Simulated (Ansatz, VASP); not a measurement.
## One calculation of Re, two programs

```
Re
1.0
     0.00000    1.93468    1.93468
     1.93468    0.00000    1.93468
     1.93468    1.93468    0.00000
Re
1
Cartesian
  0.0000 0.0000 0.0000
```

Change from the starting cell: volume scaled by 0.94, crystal datasets.

Alike in both runs: task electric field gradients; functional PBEsol; k mesh 14 × 14 × 14; occupations fermi-dirac, width 0.05 eV; no spin polarisation.

```csv
,VASP,Ansatz
version,VASP 6.6.1,Ansatz 0.2.0
potentials or method,"VASP PAW PBE potentials, release 64 (Re), cutoff 520 eV","all-electron PAW with datasets made for the crystal, scalar-relativistic"
```

```csv
,VASP,Ansatz,Ansatz less VASP
pressure (GPa),3.2,3.2,+0.01
```

VASP's potentials were made for PBE, not for PBEsol. Ansatz ran all-electron here, and VASP with PAW potentials.

Neither program's run includes spin-orbit coupling.
